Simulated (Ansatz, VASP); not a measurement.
# One calculation of As, two programs

```
As
1.0
     1.82594   -5.69340    0.00000
     1.82594    5.69340    0.00000
     0.00000    0.00000    4.73987
As
4
Direct
  0.10456 0.89544 0.07354
  0.89544 0.10456 0.92646
  0.39544 0.60456 0.57354
  0.60456 0.39544 0.42646
```

Alike in both runs: task single point; functional PBE; dispersion D3(BJ); k mesh 6 × 6 × 4; occupations gaussian, width 0.1 eV; no spin polarisation.

|  | VASP | Ansatz |
| --- | --- | --- |
| version | VASP 6.6.1 | Ansatz 0.2.0 |
| potentials or method | VASP PAW PBE potentials, release 64 (As), cutoff 500 eV | scalar-relativistic, plane waves, PAW |
| valence electrons in the cell | 20 | 60 |

VASP gave:

```
least direct gap on the mesh (eV)                             : 0.00
pressure (GPa)                                                : -0.4
traceless stress, the component that is largest in VASP (GPa) : 0.58
rms of the force components (eV/Å)                            : 0.219
```

Question: What did Ansatz give for the same quantities?

Answer: Least direct gap on the mesh (eV): 0.01; pressure (GPa): -0.7; traceless stress, the component that is largest in VASP (GPa): 0.59; rms of the force components (eV/Å): 0.185.

Atom by atom the forces differ by 0.034 eV/Å (rms over components). VASP's potentials hold 20 valence electrons a cell and Ansatz's 60, so a difference there can come from the potentials and not from the codes.
